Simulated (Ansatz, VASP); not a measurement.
Two plane-wave programs on Ir

The input POSCAR:

```
Ir
1.0
    0.0000000000      1.9408081540      1.9408081540
    1.9408081540      0.0000000000      1.9408081540
    1.9408081540      1.9408081540      0.0000000000
Ir
1
Direct
    0.0000000000      0.0000000000      0.0000000000
```

File INCAR.step1:

```
  PREC = Accurate
  ENCUT = 550
  ISMEAR = -1
  SIGMA = 0.05
  LREAL = F
  LASPH = T
  NELM = 120
  NBANDS = 14
  GGA = PE
  ALGO = Normal
  EDIFF = 1E-5
  LWAVE = T
  LCHARG = F
  GGA_COMPAT = F
```

The input INCAR.step2:

```
  PREC = Accurate
  ENCUT = 550
  EDIFF = 1E-6
  ISMEAR = -1
  SIGMA = 0.05
  LREAL = F
  LASPH = T
  NELM = 120
  ALGO = Normal
  ISIF = 2
  LWAVE = F
  LCHARG = F
  METAGGA = R2SCAN
  LMIXTAU = T
  NBANDS = 14
  ISTART = 1
  GGA_COMPAT = F
```

The input KPOINTS:

```
Automatic mesh
0
Gamma
  12 12 12
```

Contents of input.yaml:

```yaml
crystal:
  lattice:
    - [0.0, 1.940808154, 1.940808154]
    - [1.940808154, 0.0, 1.940808154]
    - [1.940808154, 1.940808154, 0.0]
  atoms:
    - { symbol: Ir, position: [0.0, 0.0, 0.0] }
hamiltonian:
  xc: r2scan
  pseudopotentials: { kind: paw }
kpoints:
  mp_grid: { grid: [12, 12, 12] }
scf:
  occupations: { method: fermi_dirac, width: 0.05 }
output:
  forces: true
  stress: true
  eigenvalues: true
  write_density: true
  write_potential: true
  elf: true
  volumetric_format: npy
```

Alike in both runs: task single point; functional r2SCAN; k mesh 12 × 12 × 12; occupations fermi-dirac, width 0.05 eV; no spin polarisation.

|  | VASP | Ansatz |
| --- | --- | --- |
| version | VASP 6.6.1 | Ansatz 0.2.0 |
| potentials or method | VASP PAW PBE potentials, release 64 (Ir_sv_GW) | Ansatz PAW |
| plane-wave cutoff (eV) | 550 | 500 |
| valence electrons in the cell | 17 | 17 |

```csv
,VASP,Ansatz,Ansatz less VASP
gap on the k mesh at the Fermi level (eV),none,none,-
pressure (GPa),-12.7,-10.6,+2.10
```

VASP's potentials were made for PBE, not for r2SCAN. A gap of «none» marks a metal or a gap that the smearing closes.

Neither program's run includes spin-orbit coupling.
